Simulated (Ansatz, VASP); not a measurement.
## Br in VASP and in Ansatz

```
CELL_PARAMETERS angstrom
-2.85060 2.85060 1.95019
2.85060 -2.85060 1.95019
2.85060 2.85060 -1.95019
ATOMIC_POSITIONS crystal
Br 0.62500 0.87500 0.75000
Br 0.37500 0.12500 0.25000
```

Alike in both runs: functional PBE; k mesh 13 × 13 × 13; occupations fermi-dirac, width 0.1 eV; no spin polarisation.

Ansatz relaxed the structure, and its values are those at the end. VASP's run is a single point on that final structure, the one shown.

|  | VASP | Ansatz |
| --- | --- | --- |
| version | VASP 6.6.1 | Ansatz 0.2.0 |
| potentials or method | VASP PAW PBE potentials, release 64 (Br) | PAW with Ansatz's default frozen-core files, scalar-relativistic |
| plane-wave cutoff (eV) | 520 | 420 |
| valence electrons in the cell | 14 | 14 |

|  | VASP | Ansatz | Ansatz less VASP |
| --- | --- | --- | --- |
| pressure (GPa) | 0.0 | 0.0 | 0.00 |

With one functional, cell and mesh, what is left measures potentials, basis and numerics.
